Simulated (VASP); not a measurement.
Wanted: the native input for a VASP 6.6.1 run.

```yaml
Task: single point
Functional: r2SCAN
Potentials_or_basis: VASP PAW PBE potentials, release 64 (Al, N)
Cutoff: 520 eV
k_mesh: 8 × 8 × 3
Occupations: gaussian, width 0.05 eV
Spin: no spin polarisation
Dipole_correction: no
Further_INCAR_settings: ALGO = Normal; EDIFF = 1e-06; NBANDS = 26
```

The system is AlN.

```xyz
8
Lattice="-3.1067 0.0000 0.0000 -1.5533 -2.6905 0.0000 -1.2427 0.0000 9.9568" Properties=species:S:1:pos:R:3 pbc="T T T"
Al   -1.5533   -0.8968    9.0069
Al   -1.5533   -0.8968    4.0285
Al   -3.1067   -1.7936    1.5393
Al   -3.1067   -1.7936    6.5177
N    -1.5533   -0.8968    0.9499
N    -1.5533   -0.8968    5.9283
N    -3.1067   -1.7936    3.4391
N    -3.1067   -1.7936    8.4175
```

The input as run:

POSCAR

```
AlN
1.0
   -3.1066653375      0.0000000000      0.0000000000
   -1.5533326688     -2.6904511034      0.0000000000
   -1.2426661350      0.0000000000      9.9568096770
Al N
4 4
Direct
   -0.0285052471      0.3333333333      0.9045964511
    0.1714947529      0.3333333333      0.4045964511
    0.6048280862      0.6666666667      0.1545964511
    0.4048280862      0.6666666667      0.6545964511
    0.2951719138      0.3333333333      0.0954035489
    0.0951719138      0.3333333333      0.5954035489
    0.5285052471      0.6666666667      0.3454035489
    0.3285052471      0.6666666667      0.8454035489
```

INCAR.step1

```
PREC = Accurate
ENCUT = 520
ISMEAR = 0
SIGMA = 0.05
LREAL = F
LASPH = T
NELM = 100
NBANDS = 26
GGA = PE
ALGO = Normal
EDIFF = 1E-4
LWAVE = T
LCHARG = F
```

INCAR.step2

```
PREC = Accurate
ENCUT = 520
EDIFF = 1E-6
ISMEAR = 0
SIGMA = 0.05
LREAL = F
LASPH = T
NELM = 100
ALGO = Normal
ISIF = 2
LWAVE = F
LCHARG = F
METAGGA = R2SCAN
LMIXTAU = T
NBANDS = 26
ISTART = 1
```

KPOINTS

```
regular mesh
0
Gamma
  8 8 3
```

Potentials or basis: VASP PAW PBE potentials, release 64 (Al, N).

Command:

```sh
$ cat potpaw_PBE.64/Al/POTCAR potpaw_PBE.64/N/POTCAR > POTCAR
$ cp INCAR.step1 INCAR
$ mpirun -np 1 vasp_std > vasp.out
$ cp INCAR.step2 INCAR
$ mpirun -np 1 vasp_std > vasp.out
```

It gave:

| Item | Value |
| --- | --- |
| Pressure | -1.7 GPa |
| Largest force | 1.279 eV/Å |
| Band gap on the k mesh | 3.87 eV, indirect (least direct gap 3.90 eV) |

Caveat: the PAW data sets were made with another functional, which shifts forces and pressure a little.

Wall time 15 min on 1 thread of Oxide Virtual Turin-like Processor (shared host), peak memory 0.28 GiB.
